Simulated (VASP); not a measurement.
# Mo4C3 (F-43m) in VASP: notebook

Mo4C3 is run at these levels: PBE; tasks: single point.

All numbers are computed with VASP 6.6.1; they aren't measurements. Logs are shortened: lines on timing, memory, paths and dates and some standing lists are left out, and cuts for length are marked.

## Step 1: The cell of the first run

Symmetry: F-43m, No. 216, cubic system. Conventional cell: a = 7.773 Å, b = 7.773 Å, c = 7.773 Å, α = 90.00°, β = 90.00°, γ = 90.00°. Within 2.1 Å of Mo (site symmetry 3m) lie 2 C at 1.57 to 1.80 Å. C (site symmetry -43m) has 4 Mo at 1.57 Å within 2.1 Å. Within 4.2 Å of C (site symmetry -43m) lie 12 Mo at 3.20 Å and 10 C at 3.37 to 3.89 Å. C (site symmetry -43m) has 4 Mo at 1.80 Å within 2.4 Å.

The cell was built from a structure type or drawn by symmetry, and may not be a known phase.

## Step 2: Single point, PBE

INCAR

```
PREC = Accurate
ENCUT = 520
EDIFF = 1E-7
ISMEAR = 0
SIGMA = 0.1
LREAL = F
LASPH = T
NELM = 60
ALGO = Normal
ISIF = 2
LWAVE = F
LCHARG = T
GGA = PE
LELF = T
LVHAR = T
NBANDS = 43
```

KPOINTS

```
Automatic mesh
0
Gamma
  4 4 4
```

POSCAR

```
Mo4C3
1.0
    0.0000000000      3.8864331900      3.8864331900
    3.8864331900      0.0000000000      3.8864331900
    3.8864331900      3.8864331900      0.0000000000
Mo C
4 3
Direct
    0.8665855800      0.8665855800      0.8665855800
    0.8665855800      0.8665855800      0.4002432500
    0.8665855800      0.4002432500      0.8665855800
    0.4002432500      0.8665855800      0.8665855800
    0.7500000000      0.7500000000      0.7500000000
    0.5000000000      0.5000000000      0.5000000000
    0.0000000000      0.0000000000      0.0000000000
```

Potentials or basis: VASP PAW PBE potentials, release 64 (Mo_sv, C).

On the command line:

```console
cat potpaw_PBE.64/Mo_sv/POTCAR potpaw_PBE.64/C/POTCAR > POTCAR
mpirun -np 1 vasp_std > vasp.out
```

OUTCAR:

```text
PREC = Accurate
   ENCUT = 520
   EDIFF = 1E-7
   ISMEAR = 0
   LREAL = F
   LASPH = T
   NELM = 60
   ISIF = 2
   GGA = PE

 ion  position               nearest neighbor table
   1  0.867  0.867  0.867-   5 1.57   7 1.80   4 2.56   2 2.56   3 2.56   2 2.93   4 2.93   3 2.93

   2  0.867  0.867  0.400-   5 1.57   7 1.80   4 2.56   1 2.56   3 2.56   3 2.93   4 2.93   1 2.93

   3  0.867  0.400  0.867-   5 1.57   7 1.80   4 2.56   1 2.56   2 2.56   4 2.93   2 2.93   1 2.93

   4  0.400  0.867  0.867-   5 1.57   7 1.80   3 2.56   1 2.56   2 2.56   3 2.93   2 2.93   1 2.93

   5  0.750  0.750  0.750-   1 1.57   2 1.57   3 1.57   4 1.57
   6  0.500  0.500  0.500-
   7  0.000  0.000  0.000-   2 1.80   3 1.80   4 1.80   1 1.80

  LATTYP: Found a face centered cubic cell.
 ALAT       =     7.7728663800

  Lattice vectors:

 A1 = (   0.0000000000,   3.8864331900,   3.8864331900)
 A2 = (   3.8864331900,   0.0000000000,   3.8864331900)
 A3 = (   3.8864331900,   3.8864331900,   0.0000000000)

Analysis of symmetry for initial positions (statically):
=====================================================================
 Subroutine PRICEL returns:
 Original cell was already a primitive cell.

 Routine SETGRP: Setting up the symmetry group for a
 face centered cubic supercell.

 Subroutine GETGRP returns: Found 24 space group operations
 (whereof 24 operations were pure point group operations)
 out of a pool of 48 trial point group operations.

The static configuration has the point symmetry T_d .

Analysis of symmetry for dynamics (positions and initial velocities):
=====================================================================
 Subroutine PRICEL returns:
 Original cell was already a primitive cell.

 Routine SETGRP: Setting up the symmetry group for a
 face centered cubic supercell.

 Subroutine GETGRP returns: Found 24 space group operations
 (whereof 24 operations were pure point group operations)
 out of a pool of 48 trial point group operations.

The dynamic configuration has the point symmetry T_d .

 Subroutine INISYM returns: Found 24 space group operations
 (whereof 24 operations are pure point group operations),
 and found     1 'primitive' translations

----------------------------------------------------------------------------------------

                                     Primitive cell

  volume of cell :     117.4042

  direct lattice vectors                    reciprocal lattice vectors
     0.000000000  3.886433190  3.886433190    -0.128652668  0.128652668  0.128652668
     3.886433190  0.000000000  3.886433190     0.128652668 -0.128652668  0.128652668
     3.886433190  3.886433190  0.000000000     0.128652668  0.128652668 -0.128652668

  length of vectors
     5.496246527  5.496246527  5.496246527     0.222832958  0.222832958  0.222832958

  position of ions in fractional coordinates (direct lattice)
     0.866585580  0.866585580  0.866585580
     0.866585580  0.866585580  0.400243250
     0.866585580  0.400243250  0.866585580
     0.400243250  0.866585580  0.866585580
     0.750000000  0.750000000  0.750000000
     0.500000000  0.500000000  0.500000000
     0.000000000  0.000000000  0.000000000

  ion indices of the primitive-cell ions
   primitive index   ion index
                 1           1
                 2           2
                 3           3
                 4           4
                 5           5
                 6           6
                 7           7

----------------------------------------------------------------------------------------

 KPOINTS: Automatic mesh

Automatic generation of k-mesh.
 Grid dimensions read from file:
 generate k-points for:    4    4    4

 Generating k-lattice:

  Cartesian coordinates                     Fractional coordinates (reciprocal lattice)
    -0.032163167  0.032163167  0.032163167     0.250000000  0.000000000  0.000000000
     0.032163167 -0.032163167  0.032163167     0.000000000  0.250000000  0.000000000
     0.032163167  0.032163167 -0.032163167     0.000000000  0.000000000  0.250000000

  Length of vectors
     0.055708239  0.055708239  0.055708239

  Shift w.r.t. Gamma in fractional coordinates (k-lattice)
     0.000000000  0.000000000  0.000000000

 Subroutine IBZKPT returns following result:
 ===========================================

 Found      8 irreducible k-points:

 Following reciprocal coordinates:
            Coordinates               Weight
  0.000000  0.000000  0.000000      1.000000
  0.250000  0.000000  0.000000      8.000000
  0.500000  0.000000  0.000000      4.000000
  0.250000  0.250000  0.000000      6.000000
  0.500000  0.250000  0.000000     24.000000
 -0.250000  0.250000  0.000000     12.000000
  0.500000  0.500000  0.000000      3.000000
 -0.250000  0.500000  0.250000      6.000000
   k-points           NKPTS =      8   k-points in BZ     NKDIM =      8   number of bands    NBANDS=     43
   number of dos      NEDOS =    301   number of ions     NIONS =      7
   total plane-waves  NPLWV =  74088
   dimension x,y,z NGX =    42 NGY =   42 NGZ =   42
   dimension x,y,z NGXF=    84 NGYF=   84 NGZF=   84
   ions per type =               4   3
   NGX,Y,Z   is equivalent  to a cutoff of  12.70, 12.70, 12.70 a.u.
   NGXF,Y,Z  is equivalent  to a cutoff of  25.41, 25.41, 25.41 a.u.
 SYSTEM =  unknown system
   PREC   = accura    normal or accurate (medium, high low for compatibility)
   ISTART =      0    job   : 0-new  1-cont  2-samecut
   ICHARG =      2    charge: 1-file 2-atom 10-const
   ISPIN  =      1    spin polarized calculation?
   LNONCOLLINEAR =      F non collinear calculations
   LSORBIT =      F    spin-orbit coupling
   LASPH  =      T    aspherical Exc in radial PAW
   ENCUT  =  520.0 eV  38.22 Ry    6.18 a.u.  10.22 10.22 10.22*2*pi/ulx,y,z
   NELM   =     60;   NELMIN=  2; NELMDL= -5     # of ELM steps
   EDIFF  = 0.1E-06   stopping-criterion for ELM
   LREAL  =      F    real-space projection
   EDIFFG = 0.1E-05   stopping-criterion for IOM
   NSW    =      0    number of steps for IOM
   IBRION =     -1    ionic relax: 0-MD 1-quasi-New 2-CG
   NFREE  =      0    steps in history (QN), initial steepest desc. (CG)
   ISIF   =      2    stress and relaxation
   ISYM   =      2    0-nonsym 1-usesym 2-fastsym
   POTIM  = 0.5000    time-step for ionic-motion
   TEBEG  =    0.0;   TEEND  =   0.0 temperature during run
   PSTRESS=    0.0 pullay stress
   NELECT =      68.0000    total number of electrons
   NUPDOWN=      -1.0000    fix difference up-down
   EMIN   =  10.00;   EMAX   =-10.00  energy-range for DOS
   EFERMI =   0.00;   METHOD = LEGACY
   ISMEAR =     0;   SIGMA  =   0.10  broadening in eV -4-tet -1-fermi 0-gaus
   EFERMI_NEDOS =   21; number of points for ismear=-14 and -15
   IALGO  =     38    algorithm
   IMIX   =      4    mixing-type and parameters
     AMIX     =   0.40;   BMIX     =  1.00
     AMIX_MAG =   1.60;   BMIX_MAG =  1.00
  volume/ion in A,a.u.               =      16.77       113.18
  Fermi-wavevector in a.u.,A,eV,Ry     =   1.364635  2.578787 25.337170  1.862229
  Thomas-Fermi vector in A             =   2.490934
   LORBIT       =      0    0 simple, 1 ext, 2 COOP (PROOUT), +10 PAW based schemes
   GGA     = PE    functional components
   LHFCALC =     F    Hartree Fock is set to
   AEXX    =    0.0000 exact exchange contribution
   IVDW    =     0    specifies the selected vdW correction
   LEPSILON=     F    determine dielectric tensor
   LRPA    =     F    only Hartree local field effects (RPA)
 non-spin polarized calculation
 Gauss-broadening in eV      SIGMA  =   0.10
  energy-cutoff  :      520.00
  volume of cell :      117.40
 maximum number of plane-waves:      3178
 NGX is ok and might be reduce to    42
   NGX = 21   NGY = 21   NGZ = 21

 number of electron      68.0000001 magnetization

 Free energy of the ion-electron system (eV)
  ---------------------------------------------------
  ext. energy  EPLUGINS =         0.00000000
  ---------------------------------------------------
  free energy    TOTEN  =       -39.48091830 eV

  energy without entropy =      -39.45405665  energy(sigma->0) =      -39.46748748

 E-fermi :   6.1246     XC(G=0): -10.6163

 val. band max:        6.0967719469   @ k =   0.5000   0.0000   0.0000
 cond. band min:       6.1504107648   @ k =   0.5000   0.5000   0.0000
 fundamental gap:      0.0536388180
 Fermi energy:         6.1245876472

 k-point     1 :       0.0000    0.0000    0.0000
  band No.  band energies     occupation
      1     -55.0407      2.00000
      2     -54.6756      2.00000
      3     -54.6756      2.00000
      4     -54.6756      2.00000
      5     -31.7583      2.00000
      6     -30.0257      2.00000
[... 35 lines left out ...]
     42       7.8667      0.00000
     43      10.3414      0.00000

 k-point     2 :       0.2500    0.0000    0.0000
  band No.  band energies     occupation
      1     -55.0227      2.00000
      2     -54.6951      2.00000
      3     -54.6757      2.00000
      4     -54.6757      2.00000
      5     -31.6291      2.00000
      6     -30.0908      2.00000
[... 35 lines left out ...]
     42       8.0763      0.00000
     43      10.1436      0.00000

 k-point     3 :       0.5000    0.0000    0.0000
  band No.  band energies     occupation
      1     -55.0023      2.00000
      2     -54.7171      2.00000
      3     -54.6758      2.00000
      4     -54.6758      2.00000
      5     -31.4762      2.00000
      6     -30.1816      2.00000
[... 183 lines left out ...]
      6     -30.3661      2.00000
[... 35 lines left out ...]
     42       8.3219      0.00000
     43       9.2937      0.00000

 k-point     8 :      -0.2500    0.5000    0.2500
  band No.  band energies     occupation
      1     -54.9867      2.00000
      2     -54.7334      2.00000
      3     -54.6759      2.00000
      4     -54.6759      2.00000
      5     -31.3369      2.00000
      6     -30.3591      2.00000
[... 35 lines left out ...]
     42       8.4803      0.00000
     43       8.9230      0.00000

------------------------ aborting loop because EDIFF is reached ----------------------------------------

  FORCE on cell =-STRESS in cart. coord.  units (eV):
  Direction    XX          YY          ZZ          XY          YZ          ZX
  --------------------------------------------------------------------------------------
  -------------------------------------------------------------------------------------
  Total       60.2519351     60.2519351     60.2519351      0.0000000     -0.0000000      0.0000000
  in kB      822.2388014    822.2388014    822.2388014      0.0000000     -0.0000000      0.0000000
  external PRESSURE =     822.2388014 kB  Pullay stress =       0.0000000 kB

 VOLUME and BASIS-vectors are now :
 -----------------------------------------------------------------------------
  energy-cutoff  :      520.00
  volume of cell :      117.40
      direct lattice vectors                 reciprocal lattice vectors
     0.000000000  3.886433190  3.886433190    -0.128652668  0.128652668  0.128652668
     3.886433190  0.000000000  3.886433190     0.128652668 -0.128652668  0.128652668
     3.886433190  3.886433190  0.000000000     0.128652668  0.128652668 -0.128652668

 POSITION                                       TOTAL-FORCE (eV/Angst)
 -----------------------------------------------------------------------------------
      6.73585      6.73585      6.73585         8.420853      8.420853      8.420853
      4.92345      4.92345      6.73585        -8.420853     -8.420853      8.420853
      4.92345      6.73585      4.92345        -8.420853      8.420853     -8.420853
      6.73585      4.92345      4.92345         8.420853     -8.420853     -8.420853
      5.82965      5.82965      5.82965        -0.000000     -0.000000     -0.000000
      3.88643      3.88643      3.88643        -0.000000     -0.000000     -0.000000
      0.00000      0.00000      0.00000        -0.000000     -0.000000     -0.000000
 -----------------------------------------------------------------------------------
    total drift:                                0.000150      0.000150      0.000150

  FREE ENERGIE OF THE ION-ELECTRON SYSTEM (eV)
  ---------------------------------------------------
  free  energy   TOTEN  =       -39.4809183011 eV

  energy  without entropy=      -39.4540566522  energy(sigma->0) =      -39.46748748
```

Wall time 34 s (1 thread of Intel Xeon 6975P-C (Granite Rapids), shared host); peak memory 0.26 GiB.

What came out:

- Free energy: -39.4809 eV
- Pressure: 82.2 GPa
- Largest force: 14.585 eV/Å

Forces on the atoms (eV/Å):
```
Mo   8.421  8.421  8.421
Mo  -8.421 -8.421  8.421
Mo  -8.421  8.421 -8.421
Mo   8.421 -8.421 -8.421
C    0.000  0.000  0.000
C    0.000  0.000  0.000
C    0.000  0.000  0.000
```

Levels at points of the mesh, in eV from the Fermi level:
```tsv
k point	band 32	band 33	band 34	band 35	band 36	band 37
(0.00, 0.00, 0.00)	-0.45	-0.45	-0.45	1.10	1.10	1.10
(0.50, 0.00, 0.00)	-0.53	-0.53	-0.06	-0.03	-0.03	1.43
(0.50, 0.50, 0.00)	-0.71	-0.71	-0.09	0.03	0.55	0.55
```

Caveat: atoms lie so close that the PAW spheres overlap strongly, which falsifies energies and pressures; the cell stands under pressure; forces of over 1 eV/Å act on the atoms, so gaps and moduli don't describe the material at rest.

[end of part 1 of 2]
